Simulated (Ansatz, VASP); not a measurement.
## NiO in VASP and in Ansatz

File INCAR:

```
SYSTEM = NiO
PREC = Accurate ; ENCUT = 520
EDIFF = 1E-6 ; ISMEAR = 0
SIGMA = 0.1 ; LREAL = .FALSE.
LASPH = .TRUE. ; NELM = 150
ALGO = Normal ; ISIF = 2
LWAVE = .FALSE. ; LCHARG = .TRUE.
ISPIN = 2 ; MAGMOM = 1.6 0.32
LORBIT = 11 ; LMAXMIX = 4
GGA = PE ; LELF = .TRUE.
LVHAR = .TRUE. ; NBANDS = 19
```

The input KPOINTS:

```
Automatic mesh
0
G
  18 18 18
  0 0 0
```

File POSCAR:

```
NiO
1.0
    0.0000000000      2.1762282301      2.1762282301
    2.1762282301      0.0000000000      2.1762282301
    2.1762282301      2.1762282301      0.0000000000
Ni O
1 1
Direct
    0.0000000000      0.0000000000      0.0000000000
    0.5000000000      0.5000000000      0.5000000000
```

Input for Ansatz:

```yaml
crystal:
  lattice:
    - [0.0, 2.1762282301, 2.1762282301]
    - [2.1762282301, 0.0, 2.1762282301]
    - [2.1762282301, 2.1762282301, 0.0]
  atoms:
    - { symbol: Ni, position: [0.0, 0.0, 0.0], spin: 1.6 }
    - { symbol: O, position: [0.5, 0.5, 0.5], spin: 0.32 }
basis:
  ecutwfc: 420
kpoints:
  mp_grid: { grid: [18, 18, 18] }
hamiltonian:
  xc: pbe
scf:
  occupations: { method: gaussian, width: 0.1 }
output:
  forces: true
  stress: true
  eigenvalues: true
  populations: true
magnetization:
  spin_polarized: true
```

Alike in both runs: task single point; functional PBE; k mesh 18 × 18 × 18; occupations gaussian, width 0.1 eV; collinear spin.

|  | VASP | Ansatz |
| --- | --- | --- |
| version | VASP 6.6.1 | Ansatz 0.2.0 |
| potentials or method | VASP PAW PBE potentials, release 64 (Ni, O), cutoff 520 eV | scalar-relativistic, plane waves, PAW |
| valence electrons in the cell | 16 | 24 |

VASP gave:

| Property | Result |
| --- | --- |
| gap on the k mesh at the Fermi level (eV) | none |
| pressure (GPa) | -13.7 |
| net moment per atom (μB) | 0.96 |
| size of the moment on the site where the two differ most (μB) | 0.31 |

Question: Estimate Ansatz's values.

Answer: gap on the k mesh at the Fermi level (eV): none; pressure (GPa): -13.4; net moment per atom (μB): 0.97; size of the moment on the site where the two differ most (μB): 0.33.

Site moments also hang on the region over which each program counts them. A gap of «none» marks a metal or a gap that the smearing closes. VASP's potentials hold 16 valence electrons a cell and Ansatz's 24, so a difference there can come from the potentials and not from the codes.
